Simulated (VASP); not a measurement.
# SiNi2 in VASP: single point with PBEsol

Aim: the single point of SiNi2 with PBEsol.

Everything below comes from runs of VASP 6.6.1. Logs are shortened: lines on timing, memory, paths and dates and some standing lists are left out, and cuts for length are marked.

### Step 1. The cell of the first run

The cell holds a slab with vacuum, 12 atoms: a = 3.868 Å, b = 3.868 Å, c = 25.605 Å, α = 90.00°, β = 90.00°, γ = 120.00°.

### Step 2. Single point, PBEsol

INCAR reads:

```
PREC     = Accurate       # precision mode
ENCUT    = 520            # plane-wave cutoff, eV
EDIFF    = 1E-7           # SCF threshold, eV
ISMEAR   = 0              # smearing method
SIGMA    = 0.1            # smearing width, eV
LREAL    = False          # projectors in reciprocal space
LASPH    = True           # aspherical terms in the spheres
NELM     = 100            # most SCF steps
ALGO     = Normal         # electronic algorithm
ISIF     = 2              # what is computed and relaxed
LWAVE    = False          # write WAVECAR
LCHARG   = False          # write CHGCAR
LDIPOL   = True         
IDIPOL   = 3            
DIPOL    = 0.5 0.5 0.493
GGA      = PS             # functional
NBANDS   = 60             # bands
```

KPOINTS reads:

```
regular mesh
0
Gamma
  9 9 1
```

POSCAR reads:

```
SiNi2
1.0
    3.8684636528      0.0000000000      0.0000000000
   -1.9342318264      3.3501877970      0.0000000000
    0.0000000000      0.0000000000     25.6047242021
Si Ni
4 8
Direct
    0.6666666667      0.3333333333      0.3319699885
    0.3333333333      0.6666666667      0.4279871379
    0.6666666667      0.3333333333      0.5274240502
    0.3333333333      0.6666666667      0.6364033951
    0.3333333333      0.6666666667      0.3319699885
    0.0000000000      0.0000000000      0.3799785632
    0.6666666667      0.3333333333      0.4279871379
    0.0000000000      0.0000000000      0.4759957126
    0.3333333333      0.6666666667      0.5228733949
    0.0000000000      0.0000000000      0.5697989202
    0.6666666667      0.3333333333      0.6182540043
    0.0000000000      0.0000000000      0.6623617789
```

Potentials or basis: VASP PAW PBE potentials, release 64 (Si, Ni).

Run with:

```bash
$ cat potpaw_PBE.64/Si/POTCAR potpaw_PBE.64/Ni/POTCAR > POTCAR
$ mpirun -np 1 vasp_std > vasp.out
```

OUTCAR:

```text
PREC = Accurate
   ENCUT = 520
   EDIFF = 1E-7
   ISMEAR = 0
   LREAL = False
   LASPH = True
   NELM = 100
   ISIF = 2
   GGA = PS

 ion  position               nearest neighbor table
   1  0.667  0.333  0.332-   5 2.23   5 2.23   5 2.23   7 2.46   6 2.55   6 2.55   6 2.55
   2  0.333  0.667  0.428-   7 2.23   7 2.23   7 2.23   9 2.43   5 2.46   6 2.55   8 2.55   6 2.55
                             8 2.55   6 2.55   8 2.55
   3  0.667  0.333  0.527-   9 2.24   9 2.24   9 2.24  11 2.33  10 2.48  10 2.48  10 2.48   7 2.55
                             8 2.59   8 2.59   8 2.59
   4  0.333  0.667  0.636-  11 2.28  11 2.28  11 2.28  12 2.33  12 2.33  12 2.33  10 2.81  10 2.81
                            10 2.81   9 2.91
   5  0.333  0.667  0.332-   1 2.23   1 2.23   1 2.23   2 2.46   6 2.55   6 2.55   6 2.55
   6  0.000  0.000  0.380-   8 2.46   2 2.55   5 2.55   7 2.55   1 2.55   7 2.55   1 2.55   2 2.55
                             5 2.55   1 2.55   7 2.55   5 2.55   2 2.55
   7  0.667  0.333  0.428-   2 2.23   2 2.23   2 2.23   1 2.46   3 2.55   6 2.55   8 2.55   6 2.55
                             8 2.55   6 2.55   8 2.55
   8  0.000  0.000  0.476-  10 2.40   6 2.46   9 2.54   9 2.54   9 2.54   7 2.55   2 2.55   2 2.55
                             7 2.55   2 2.55   7 2.55   3 2.59   3 2.59   3 2.59
   9  0.333  0.667  0.523-   3 2.24   3 2.24   3 2.24   2 2.43   8 2.54   8 2.54   8 2.54  10 2.54
                            10 2.54  10 2.54   4 2.91
  10  0.000  0.000  0.570-  12 2.37   8 2.40   3 2.48   3 2.48   3 2.48   9 2.54   9 2.54   9 2.54
                            11 2.55  11 2.55  11 2.55   4 2.81   4 2.81   4 2.81
  11  0.667  0.333  0.618-   4 2.28   4 2.28   4 2.28   3 2.33  12 2.50  12 2.50  12 2.50  10 2.55
                            10 2.55  10 2.55
  12  0.000  0.000  0.662-   4 2.33   4 2.33   4 2.33  10 2.37  11 2.50  11 2.50  11 2.50

  LATTYP: Found a hexagonal cell.
 ALAT       =     3.8684636528
 C/A-ratio  =     6.6188354086

  Lattice vectors:

 A1 = (   3.8684636528,   0.0000000000,   0.0000000000)
 A2 = (  -1.9342318264,   3.3501877970,   0.0000000000)
 A3 = (   0.0000000000,   0.0000000000,  25.6047242021)

Analysis of symmetry for initial positions (statically):
=====================================================================
 Subroutine PRICEL returns:
 Original cell was already a primitive cell.

 Routine SETGRP: Setting up the symmetry group for a
 hexagonal supercell.

 Subroutine GETGRP returns: Found  6 space group operations
 (whereof  6 operations were pure point group operations)
 out of a pool of 24 trial point group operations.

The static configuration has the point symmetry C_3v.

Analysis of symmetry for dynamics (positions and initial velocities):
=====================================================================
 Subroutine PRICEL returns:
 Original cell was already a primitive cell.

 Routine SETGRP: Setting up the symmetry group for a
 hexagonal supercell.

 Subroutine GETGRP returns: Found  6 space group operations
 (whereof  6 operations were pure point group operations)
 out of a pool of 24 trial point group operations.

The dynamic configuration has the point symmetry C_3v.

 Subroutine INISYM returns: Found  6 space group operations
 (whereof  6 operations are pure point group operations),
 and found     1 'primitive' translations

----------------------------------------------------------------------------------------

                                     Primitive cell

  volume of cell :     331.8393

  direct lattice vectors                    reciprocal lattice vectors
     3.868463653  0.000000000  0.000000000     0.258500555  0.149245365  0.000000000
    -1.934231826  3.350187797  0.000000000     0.000000000  0.298490730  0.000000000
     0.000000000  0.000000000 25.604724202     0.000000000  0.000000000  0.039055293

  length of vectors
     3.868463653  3.868463653 25.604724202     0.298490730  0.298490730  0.039055293

  position of ions in fractional coordinates (direct lattice)
     0.666666667  0.333333333  0.331969988
     0.333333333  0.666666667  0.427987138
     0.666666667  0.333333333  0.527424050
     0.333333333  0.666666667  0.636403395
     0.333333333  0.666666667  0.331969988
     0.000000000  0.000000000  0.379978563
     0.666666667  0.333333333  0.427987138
     0.000000000  0.000000000  0.475995713
     0.333333333  0.666666667  0.522873395
     0.000000000  0.000000000  0.569798920
     0.666666667  0.333333333  0.618254004
[... 45 lines left out ...]
  0.000000  0.000000  0.000000      1.000000
  0.111111  0.000000  0.000000      6.000000
  0.222222  0.000000  0.000000      6.000000
  0.333333  0.000000  0.000000      6.000000
  0.444444  0.000000  0.000000      6.000000
  0.111111  0.111111  0.000000      6.000000
  0.222222  0.111111  0.000000     12.000000
  0.333333  0.111111  0.000000     12.000000
  0.444444  0.111111  0.000000      6.000000
  0.222222  0.222222  0.000000      6.000000
  0.333333  0.222222  0.000000     12.000000
  0.333333  0.333333  0.000000      2.000000
   k-points           NKPTS =     12   k-points in BZ     NKDIM =     12   number of bands    NBANDS=     60
   number of dos      NEDOS =    301   number of ions     NIONS =     12
   total plane-waves  NPLWV = 172800
   dimension x,y,z NGX =    30 NGY =   30 NGZ =  192
   dimension x,y,z NGXF=    60 NGYF=   60 NGZF=  384
   ions per type =               4   8
   NGX,Y,Z   is equivalent  to a cutoff of  12.89, 12.89, 12.47 a.u.
   NGXF,Y,Z  is equivalent  to a cutoff of  25.78, 25.78, 24.93 a.u.
 SYSTEM =  unknown system
   PREC   = accura    normal or accurate (medium, high low for compatibility)
   ISTART =      0    job   : 0-new  1-cont  2-samecut
   ICHARG =      2    charge: 1-file 2-atom 10-const
   ISPIN  =      1    spin polarized calculation?
   LNONCOLLINEAR =      F non collinear calculations
   LSORBIT =      F    spin-orbit coupling
   LASPH  =      T    aspherical Exc in radial PAW
   ENCUT  =  520.0 eV  38.22 Ry    6.18 a.u.   7.19  7.19 47.61*2*pi/ulx,y,z
   NELM   =    100;   NELMIN=  2; NELMDL= -5     # of ELM steps
   EDIFF  = 0.1E-06   stopping-criterion for ELM
   LREAL  =      F    real-space projection
   EDIFFG = 0.1E-05   stopping-criterion for IOM
   NSW    =      0    number of steps for IOM
   IBRION =     -1    ionic relax: 0-MD 1-quasi-New 2-CG
   NFREE  =      0    steps in history (QN), initial steepest desc. (CG)
   ISIF   =      2    stress and relaxation
   ISYM   =      2    0-nonsym 1-usesym 2-fastsym
   POTIM  = 0.5000    time-step for ionic-motion
   TEBEG  =    0.0;   TEEND  =   0.0 temperature during run
   PSTRESS=    0.0 pullay stress
   NELECT =      96.0000    total number of electrons
   NUPDOWN=      -1.0000    fix difference up-down
   EMIN   =  10.00;   EMAX   =-10.00  energy-range for DOS
   EFERMI =   0.00;   METHOD = LEGACY
   ISMEAR =     0;   SIGMA  =   0.10  broadening in eV -4-tet -1-fermi 0-gaus
   EFERMI_NEDOS =   21; number of points for ismear=-14 and -15
   IALGO  =     38    algorithm
   IMIX   =      4    mixing-type and parameters
     AMIX     =   0.40;   BMIX     =  1.00
     AMIX_MAG =   1.60;   BMIX_MAG =  1.00
  volume/ion in A,a.u.               =      27.65       186.61
  Fermi-wavevector in a.u.,A,eV,Ry     =   1.082736  2.046075 15.950350  1.172318
  Thomas-Fermi vector in A             =   2.218785
   LORBIT       =      0    0 simple, 1 ext, 2 COOP (PROOUT), +10 PAW based schemes
   GGA     = PS    functional components
   LHFCALC =     F    Hartree Fock is set to
   AEXX    =    0.0000 exact exchange contribution
   IVDW    =     0    specifies the selected vdW correction
   LEPSILON=     F    determine dielectric tensor
   LRPA    =     F    only Hartree local field effects (RPA)
 non-spin polarized calculation
 Gauss-broadening in eV      SIGMA  =   0.10
  energy-cutoff  :      520.00
  volume of cell :      331.84
 maximum number of plane-waves:      9003
 NGX is ok and might be reduce to    30
   NGX = 15   NGY = 15   NGZ = 95

 dipolmoment           0.000000      0.000000      0.003575 electrons x Angstroem

 number of electron      96.0000007 magnetization

 dipolmoment           0.000000      0.000000     -0.004363 electrons x Angstroem

 Free energy of the ion-electron system (eV)
  ---------------------------------------------------
  ext. energy  EPLUGINS =         0.00000000
  ---------------------------------------------------
  free energy    TOTEN  =       -75.56332102 eV

  energy without entropy =      -75.51871707  energy(sigma->0) =      -75.54101904

 E-fermi :   1.5342     XC(G=0):  -5.8898

 val. band max:        1.5333087540   @ k =   0.4444   0.1111   0.0000
 cond. band min:       1.6064550820   @ k =   0.2222   0.1111   0.0000
 fundamental gap:      0.0731463280
 Fermi energy:         1.5341945607

 k-point     1 :       0.0000    0.0000    0.0000
  band No.  band energies     occupation
      1     -10.6929      2.00000
      2      -9.6095      2.00000
      3      -8.3478      2.00000
      4      -7.0898      2.00000
      5      -4.0689      2.00000
      6      -3.4615      2.00000
[... 745 lines left out ...]
     59       7.1296      0.00000
     60       7.6597      0.00000

------------------------ aborting loop because EDIFF is reached ----------------------------------------

 vacuum level on the upper side and lower side of the slab       (xc-potential included)        -0.096        -0.048

  FORCE on cell =-STRESS in cart. coord.  units (eV):
  Direction    XX          YY          ZZ          XY          YZ          ZX
  --------------------------------------------------------------------------------------
  -------------------------------------------------------------------------------------
  Total       -3.3334925     -3.3334925     -2.5643241      0.0000000     -0.0000000      0.0000000
  in kB      -16.0946779    -16.0946779    -12.3809999      0.0000000     -0.0000000      0.0000000
  external PRESSURE =     -14.8567852 kB  Pullay stress =       0.0000000 kB

 VOLUME and BASIS-vectors are now :
 -----------------------------------------------------------------------------
  energy-cutoff  :      520.00
  volume of cell :      331.84
      direct lattice vectors                 reciprocal lattice vectors
     3.868463653  0.000000000  0.000000000     0.258500555  0.149245365  0.000000000
    -1.934231826  3.350187797  0.000000000     0.000000000  0.298490730  0.000000000
     0.000000000  0.000000000 25.604724202     0.000000000  0.000000000  0.039055293

 POSITION                                       TOTAL-FORCE (eV/Angst)
 -----------------------------------------------------------------------------------
      1.93423      1.11673      8.50000        -0.000000      0.000000      0.852830
     -0.00000      2.23346     10.95849        -0.000000      0.000000     -0.085739
      1.93423      1.11673     13.50455         0.000000     -0.000000     -0.041681
     -0.00000      2.23346     16.29493         0.000000     -0.000000     -0.018056
     -0.00000      2.23346      8.50000         0.000000      0.000000      0.640308
      0.00000      0.00000      9.72925        -0.000000      0.000000     -1.152657
      1.93423      1.11673     10.95849        -0.000000      0.000000      0.064279
      0.00000      0.00000     12.18774         0.000000     -0.000000     -0.312898
     -0.00000      2.23346     13.38803         0.000000     -0.000000     -0.002215
      0.00000      0.00000     14.58954        -0.000000     -0.000000      0.011793
      1.93423      1.11673     15.83022         0.000000     -0.000000      0.006087
      0.00000      0.00000     16.95959        -0.000000     -0.000000      0.037950
 -----------------------------------------------------------------------------------
    total drift:                                0.000000     -0.000001     -0.000358

  FREE ENERGIE OF THE ION-ELECTRON SYSTEM (eV)
  ---------------------------------------------------
  free  energy   TOTEN  =       -75.5633210159 eV

  energy  without entropy=      -75.5187170725  energy(sigma->0) =      -75.54101904

 vacuum level on the upper side and lower side of the slab         6.024         6.072
```

Run time: 16 min. Hardware: 1 thread of Intel Xeon Platinum 8259CL at 2.50GHz (Skylake/Cascade Lake), shared host; peak memory 0.5 GiB.

Results:

* Free energy: -75.5633 eV
* Largest force: 1.153 eV/Å
* Band gap on the k mesh: zero (bands 48 and 49 overlap by 3.24 eV)

Forces on the atoms (eV/Å):
```
Si   0.000  0.000  0.853
Si   0.000  0.000 -0.086
Si   0.000  0.000 -0.042
Si   0.000  0.000 -0.018
Ni   0.000  0.000  0.640
Ni   0.000  0.000 -1.153
Ni   0.000  0.000  0.064
Ni   0.000  0.000 -0.313
Ni   0.000  0.000 -0.002
Ni   0.000  0.000  0.012
Ni   0.000  0.000  0.006
Ni   0.000  0.000  0.038
```

Caveat: the PAW data sets were made with another functional, which shifts forces and pressure a little. Spin polarisation is off, so any magnetic state and its effect on volume and gap are missing.

The gap in the log of VASP goes by the Fermi energy; the results here count the filled bands.